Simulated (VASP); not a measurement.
Input of a VASP 6.6.1 run:

The input INCAR:

```
  ALGO = Normal
  DIPOL = 0.5 0.5 0.494
  EDIFF = 1E-7
  ENCUT = 520
  GGA = PS
  IDIPOL = 3
  ISIF = 2
  ISMEAR = 0
  LASPH = True
  LCHARG = False
  LDIPOL = True
  LREAL = False
  LWAVE = False
  NBANDS = 38
  NELM = 80
  PREC = Accurate
  SIGMA = 0.1
```

KPOINTS

```
k-points
0
Gamma
  10 10 1
```

POSCAR

```
Ti
1.0
    2.8422953780     -0.0000000007      0.0000000000
   -0.9474317900      2.6797417821      0.0000000000
    0.0000000000      0.0000000000     26.2828979430
Ti
5
Direct
    0.5000000000      0.5000000000      0.3234042159
    0.0000000000      0.0000000000      0.4117021079
    0.5000000000      0.5000000000      0.4950370239
    0.0000000000      0.0000000000      0.5813736331
    0.5000000000      0.5000000000      0.6581788040
```

Potentials or basis: VASP PAW PBE potentials, release 64 (Ti_sv).

Command:

```bash
$ cat potpaw_PBE.64/Ti_sv/POTCAR > POTCAR
$ mpirun -np 1 vasp_std > vasp.out
```

Q: Predict the band gap on the k mesh.

A: Zero (bands 30 and 31 overlap by 0.73 eV).

Q: Predict the largest force.

A: 0.668 eV/Å.

Forces in eV/Å, atoms in the order of the input:
```
Ti   0.000  0.000  0.668
Ti   0.000  0.000 -0.662
Ti   0.000  0.000  0.003
Ti   0.000  0.000  0.003
Ti   0.000  0.000 -0.012
```

Caveat: the PAW data sets were made with another functional, which shifts forces and pressure a little.
